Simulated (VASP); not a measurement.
# CsO2 (I4/mmm) in VASP: single point with LDA

Aim: the single point of CsO2 with LDA.

Program: VASP 6.6.1. These are calculated values, not measurements. Logs are shortened: lines on timing, memory, paths and dates and some standing lists are left out, and cuts for length are marked.

## Step 1: The cell of the first run

The structure is tetragonal, space group I4/mmm (No. 139). The conventional cell has a = 4.477 Å, b = 4.477 Å, c = 7.350 Å, α = 90.00°, β = 90.00°, γ = 90.00°. Cs (site symmetry 4/mmm) has 10 O at 3.08 to 3.22 Å within 4.1 Å. Within 1.6 Å of O (site symmetry 4mm) lie 1 O at 1.19 Å.

## Step 2: Single point, LDA

The input, INCAR:

```
PREC = Accurate
ENCUT = 600
EDIFF = 1E-6
ISMEAR = -1
SIGMA = 0.1
LREAL = F
LASPH = T
NELM = 120
ALGO = Normal
ISIF = 2
LWAVE = F
LCHARG = F
NBANDS = 18
GGA_COMPAT = F
```

The input, KPOINTS:

```
Automatic mesh
0
Gamma
  9 9 9
```

The input, POSCAR:

```
CsO2
1.0
   -2.2385000000      2.2385000000      3.6750000000
    2.2385000000     -2.2385000000      3.6750000000
    2.2385000000      2.2385000000     -3.6750000000
Cs O
1 2
Direct
    0.0000000000      0.0000000000      0.0000000000
    0.4189000000      0.4189000000      0.0000000000
    0.5811000000      0.5811000000      0.0000000000
```

Potentials or basis: VASP PAW LDA potentials, release 64 (Cs_sv, O).

Command:

```
> cat potpaw_LDA.64/Cs_sv/POTCAR potpaw_LDA.64/O/POTCAR > POTCAR
> mpirun -np 1 vasp_std > vasp.out
```

OUTCAR:

```text
PREC = Accurate
   ENCUT = 600
   EDIFF = 1E-6
   ISMEAR = -1
   LREAL = F
   LASPH = T
   NELM = 120
   ISIF = 2

 ion  position               nearest neighbor table
   1  0.000  0.000  0.000-
   2  0.419  0.419  0.000-   3 1.19
   3  0.581  0.581  0.000-   2 1.19

  LATTYP: Found a body centered tetragonal cell.
 ALAT       =     4.4770000000
 C/A-ratio  =     1.6417243690

  Lattice vectors:

 A1 = (  -2.2385000000,   2.2385000000,   3.6750000000)
 A2 = (   2.2385000000,  -2.2385000000,   3.6750000000)
 A3 = (   2.2385000000,   2.2385000000,  -3.6750000000)

Analysis of symmetry for initial positions (statically):
=====================================================================
 Subroutine PRICEL returns:
 Original cell was already a primitive cell.

 Routine SETGRP: Setting up the symmetry group for a
 body centered tetragonal supercell.

 Subroutine GETGRP returns: Found 16 space group operations
 (whereof 16 operations were pure point group operations)
 out of a pool of 16 trial point group operations.

The static configuration has the point symmetry D_4h.

Analysis of symmetry for dynamics (positions and initial velocities):
=====================================================================
 Subroutine PRICEL returns:
 Original cell was already a primitive cell.

 Routine SETGRP: Setting up the symmetry group for a
 body centered tetragonal supercell.

 Subroutine GETGRP returns: Found 16 space group operations
 (whereof 16 operations were pure point group operations)
 out of a pool of 16 trial point group operations.

The dynamic configuration has the point symmetry D_4h.

 Subroutine INISYM returns: Found 16 space group operations
 (whereof 16 operations are pure point group operations),
 and found     1 'primitive' translations

----------------------------------------------------------------------------------------

                                     Primitive cell

  volume of cell :      73.6600

  direct lattice vectors                    reciprocal lattice vectors
    -2.238500000  2.238500000  3.675000000     0.000000000  0.223363860  0.136054422
     2.238500000 -2.238500000  3.675000000     0.223363860  0.000000000  0.136054422
     2.238500000  2.238500000 -3.675000000     0.223363860  0.223363860  0.000000000

  length of vectors
     4.850504046  4.850504046  4.850504046     0.261538180  0.261538180  0.315884200

  position of ions in fractional coordinates (direct lattice)
     0.000000000  0.000000000  0.000000000
     0.418900000  0.418900000  0.000000000
     0.581100000  0.581100000  0.000000000

  ion indices of the primitive-cell ions
   primitive index   ion index
                 1           1
                 2           2
                 3           3

----------------------------------------------------------------------------------------

 KPOINTS: Automatic mesh

Automatic generation of k-mesh.
 Grid dimensions read from file:
 generate k-points for:    9    9    9

 Generating k-lattice:

  Cartesian coordinates                     Fractional coordinates (reciprocal lattice)
     0.000000000  0.024818207  0.015117158     0.111111111 -0.000000000  0.000000000
     0.024818207  0.000000000  0.015117158    -0.000000000  0.111111111  0.000000000
     0.024818207  0.024818207  0.000000000     0.000000000  0.000000000  0.111111111

  Length of vectors
     0.029059798  0.029059798  0.035098244

  Shift w.r.t. Gamma in fractional coordinates (k-lattice)
     0.000000000  0.000000000  0.000000000

 Subroutine IBZKPT returns following result:
 ===========================================

 Found     75 irreducible k-points:

 Following reciprocal coordinates:
            Coordinates               Weight
  0.000000  0.000000  0.000000      1.000000
  0.111111  0.000000 -0.000000      8.000000
  0.222222  0.000000  0.000000      8.000000
  0.333333  0.000000  0.000000      8.000000
  0.444444  0.000000  0.000000      8.000000
  0.111111  0.111111 -0.000000      8.000000
[... 16 lines left out ...]
 -0.333333  0.333333  0.000000      4.000000
  0.444444  0.444444 -0.000000      8.000000
 [... further k-points ...]
   k-points           NKPTS =     75   k-points in BZ     NKDIM =     75   number of bands    NBANDS=     18
   number of dos      NEDOS =    301   number of ions     NIONS =      3
   total plane-waves  NPLWV =  64000
   dimension x,y,z NGX =    40 NGY =   40 NGZ =   40
   dimension x,y,z NGXF=    80 NGYF=   80 NGZF=   80
   ions per type =               1   2
   NGX,Y,Z   is equivalent  to a cutoff of  13.71, 13.71, 13.71 a.u.
   NGXF,Y,Z  is equivalent  to a cutoff of  27.42, 27.42, 27.42 a.u.
 SYSTEM =  unknown system
   PREC   = accura    normal or accurate (medium, high low for compatibility)
   ISTART =      0    job   : 0-new  1-cont  2-samecut
   ICHARG =      2    charge: 1-file 2-atom 10-const
   ISPIN  =      1    spin polarized calculation?
   LNONCOLLINEAR =      F non collinear calculations
   LSORBIT =      F    spin-orbit coupling
   LASPH  =      T    aspherical Exc in radial PAW
   ENCUT  =  600.0 eV  44.10 Ry    6.64 a.u.   9.69  9.69  9.69*2*pi/ulx,y,z
   NELM   =    120;   NELMIN=  2; NELMDL= -5     # of ELM steps
   EDIFF  = 0.1E-05   stopping-criterion for ELM
   LREAL  =      F    real-space projection
   EDIFFG = 0.1E-04   stopping-criterion for IOM
   NSW    =      0    number of steps for IOM
   IBRION =     -1    ionic relax: 0-MD 1-quasi-New 2-CG
   NFREE  =      0    steps in history (QN), initial steepest desc. (CG)
   ISIF   =      2    stress and relaxation
   ISYM   =      2    0-nonsym 1-usesym 2-fastsym
   POTIM  = 0.5000    time-step for ionic-motion
   TEBEG  =    0.0;   TEEND  =   0.0 temperature during run
   PSTRESS=    0.0 pullay stress
   NELECT =      21.0000    total number of electrons
   NUPDOWN=      -1.0000    fix difference up-down
   EMIN   =  10.00;   EMAX   =-10.00  energy-range for DOS
   EFERMI =   0.00;   METHOD = LEGACY
   ISMEAR =    -1;   SIGMA  =   0.10  broadening in eV -4-tet -1-fermi 0-gaus
   EFERMI_NEDOS =   21; number of points for ismear=-14 and -15
   IALGO  =     38    algorithm
   IMIX   =      4    mixing-type and parameters
     AMIX     =   0.40;   BMIX     =  1.00
     AMIX_MAG =   1.60;   BMIX_MAG =  1.00
  volume/ion in A,a.u.               =      24.55       165.69
  Fermi-wavevector in a.u.,A,eV,Ry     =   1.077467  2.036118 15.795489  1.160936
  Thomas-Fermi vector in A             =   2.213380
   LORBIT       =      0    0 simple, 1 ext, 2 COOP (PROOUT), +10 PAW based schemes
   GGA     = CA    functional components
   LHFCALC =     F    Hartree Fock is set to
   AEXX    =    0.0000 exact exchange contribution
   IVDW    =     0    specifies the selected vdW correction
   LEPSILON=     F    determine dielectric tensor
   LRPA    =     F    only Hartree local field effects (RPA)
 non-spin polarized calculation
  energy-cutoff  :      600.00
  volume of cell :       73.66
 maximum number of plane-waves:      2480
   NGX = 19   NGY = 19   NGZ = 19

 number of electron      20.9999999 magnetization

 Free energy of the ion-electron system (eV)
  ---------------------------------------------------
  ext. energy  EPLUGINS =         0.00000000
  ---------------------------------------------------
  free energy    TOTEN  =       -14.20059373 eV

  energy without entropy =      -14.03074623  energy(sigma->0) =      -14.11566998

 E-fermi :   1.2167     XC(G=0):  -8.4335

 val. band max:        1.2112302234   @ k =  -0.2222   0.4444   0.1111
 cond. band min:       1.2168441722   @ k =  -0.3333  -0.3333   0.2222
 fundamental gap:      0.0056139488
 Fermi energy:         1.2166544671

 k-point     1 :       0.0000    0.0000    0.0000
  band No.  band energies     occupation
      1     -25.6142      2.00000
      2     -20.3495      2.00000
      3     -12.2844      2.00000
      4      -7.3698      2.00000
      5      -7.3698      2.00000
      6      -6.9281      2.00000
[... 10 lines left out ...]
     17       7.6248      0.00000
     18       9.1916      0.00000

 k-point     2 :       0.1111    0.0000   -0.0000
  band No.  band energies     occupation
      1     -25.6124      2.00000
      2     -20.3477      2.00000
      3     -12.2886      2.00000
      4      -7.4088      2.00000
      5      -7.3390      2.00000
      6      -7.0971      2.00000
[... 10 lines left out ...]
     17       7.7214      0.00000
     18       9.7725      0.00000

 k-point     3 :       0.2222    0.0000    0.0000
  band No.  band energies     occupation
      1     -25.6080      2.00000
      2     -20.3432      2.00000
      3     -12.2994      2.00000
      4      -7.5846      2.00000
      5      -7.2504      2.00000
      6      -7.2069      2.00000
[... 10 lines left out ...]
     17       8.0422      0.00000
     18      10.9253      0.00000

 k-point     4 :       0.3333    0.0000    0.0000
  band No.  band energies     occupation
      1     -25.6028      2.00000
      2     -20.3381      2.00000
      3     -12.3117      2.00000
      4      -7.7950      2.00000
      5      -7.2075      2.00000
      6      -7.1215      2.00000
[... 10 lines left out ...]
     17       8.5084      0.00000
     18      10.9692      0.00000

 k-point     5 :       0.4444    0.0000    0.0000
  band No.  band energies     occupation
      1     -25.5995      2.00000
      2     -20.3347      2.00000
      3     -12.3199      2.00000
      4      -7.9181      2.00000
      5      -7.1892      2.00000
      6      -7.0053      2.00000
[... 10 lines left out ...]
     17       8.9117      0.00000
     18      10.5142      0.00000

 k-point     6 :       0.1111    0.1111   -0.0000
  band No.  band energies     occupation
      1     -25.6102      2.00000
      2     -20.3447      2.00000
      3     -12.2929      2.00000
      4      -7.4705      2.00000
      5      -7.4686      2.00000
      6      -7.1811      2.00000
[... 10 lines left out ...]
     17       7.8858      0.00000
     18      10.4465      0.00000

 k-point     7 :       0.2222    0.1111   -0.0000
  band No.  band energies     occupation
      1     -25.6057      2.00000
      2     -20.3389      2.00000
      3     -12.3041      2.00000
      4      -7.7092      2.00000
      5      -7.4952      2.00000
      6      -7.1063      2.00000
[... 10 lines left out ...]
     17       8.2889      0.00000
     18      11.3108      0.00000

 k-point     8 :       0.3333    0.1111   -0.0000
  band No.  band energies     occupation
      1     -25.6011      2.00000
      2     -20.3331      2.00000
      3     -12.3170      2.00000
      4      -7.8737      2.00000
      5      -7.4561      2.00000
      6      -7.0809      2.00000
[... 10 lines left out ...]
     17       8.7585      0.00000
     18      10.6173      0.00000
[... 229 lines left out ...]
     17       7.8807      0.00000
     18      11.2515      0.00000

 k-point    20 :       0.3333    0.3333   -0.0000
  band No.  band energies     occupation
      1     -25.5968      2.00000
      2     -20.3131      2.00000
      3     -12.3458      2.00000
      4      -8.0051      2.00000
      5      -7.7376      2.00000
      6      -7.3553      2.00000
[... 10 lines left out ...]
     17       8.6711      0.00000
     18      11.2961      0.00000

 k-point    21 :       0.4444    0.3333   -0.0000
  band No.  band energies     occupation
      1     -25.5961      2.00000
      2     -20.3074      2.00000
      3     -12.3551      2.00000
      4      -8.0756      2.00000
      5      -7.7482      2.00000
      6      -7.3015      2.00000
[... 10 lines left out ...]
     17       9.2587      0.00000
     18      10.2752      0.00000

 k-point    22 :      -0.4444    0.3333    0.0000
  band No.  band energies     occupation
      1     -25.5971      2.00000
      2     -20.3089      2.00000
      3     -12.3545      2.00000
      4      -8.0047      2.00000
      5      -7.7864      2.00000
      6      -7.0898      2.00000
[... 10 lines left out ...]
     17       8.8948      0.00000
     18      10.3606      0.00000

 k-point    23 :      -0.3333    0.3333    0.0000
  band No.  band energies     occupation
      1     -25.5993      2.00000
      2     -20.3169      2.00000
      3     -12.3448      2.00000
      4      -7.7990      2.00000
      5      -7.7624      2.00000
      6      -6.9527      2.00000
[... 10 lines left out ...]
     17       8.2273      0.00000
     18      10.8755      0.00000

 k-point    24 :       0.4444    0.4444   -0.0000
  band No.  band energies     occupation
      1     -25.5956      2.00000
      2     -20.3000      2.00000
      3     -12.3645      2.00000
      4      -8.1889      2.00000
      5      -7.8482      2.00000
      6      -7.0906      2.00000
[... 10 lines left out ...]
     17       9.6264      0.00000
     18       9.9525      0.00000

 [... further k-points ...]

------------------------ aborting loop because EDIFF is reached ----------------------------------------

  FORCE on cell =-STRESS in cart. coord.  units (eV):
  Direction    XX          YY          ZZ          XY          YZ          ZX
  --------------------------------------------------------------------------------------
  -------------------------------------------------------------------------------------
  Total       -1.5555880     -1.5555880      9.5510587      0.0000000     -0.0000000     -0.0000000
  in kB      -33.8355807    -33.8355807    207.7449922      0.0000000     -0.0000000     -0.0000000
  external PRESSURE =      46.6912769 kB  Pullay stress =       0.0000000 kB

 VOLUME and BASIS-vectors are now :
 -----------------------------------------------------------------------------
  energy-cutoff  :      600.00
  volume of cell :       73.66
      direct lattice vectors                 reciprocal lattice vectors
    -2.238500000  2.238500000  3.675000000     0.000000000  0.223363860  0.136054422
     2.238500000 -2.238500000  3.675000000     0.223363860  0.000000000  0.136054422
     2.238500000  2.238500000 -3.675000000     0.223363860  0.223363860  0.000000000

 POSITION                                       TOTAL-FORCE (eV/Angst)
 -----------------------------------------------------------------------------------
      0.00000      0.00000      0.00000        -0.000000     -0.000000     -0.000000
      0.00000      0.00000      3.07892        -0.000000     -0.000000     -9.697903
      0.00000      0.00000      4.27108         0.000000      0.000000      9.697903
 -----------------------------------------------------------------------------------
    total drift:                               -0.000000     -0.000000      0.000000

  FREE ENERGIE OF THE ION-ELECTRON SYSTEM (eV)
  ---------------------------------------------------
  free  energy   TOTEN  =       -14.2005937310 eV

  energy  without entropy=      -14.0307462323  energy(sigma->0) =      -14.11566998
```

Wall time 2.6 min (1 thread of AMD EPYC 7R43 (Zen 3), shared host); peak memory 0.22 GiB.

What came out:

* Free energy: -14.2006 eV
* Pressure: 4.7 GPa
* Largest force: 9.698 eV/Å
* Band gap on the k mesh: zero (an odd number of electrons rules out a gap without spin polarisation)

Forces in eV/Å, atoms in the order of the input:
```
Cs   0.000  0.000  0.000
O    0.000  0.000 -9.698
O    0.000  0.000  9.698
```

Stress tensor (GPa, compression positive):
```
-3.38  0.00  0.00
 0.00 -3.38  0.00
 0.00  0.00 20.77
```

Caveat: the standard files for N, O and F lose accuracy on very short bonds; the cell stands under pressure; spin-orbit coupling is left out, which moves the levels of the heavy elements; an odd number of electrons without spin polarisation forces a metal; a magnetic or distorted state may lie lower.
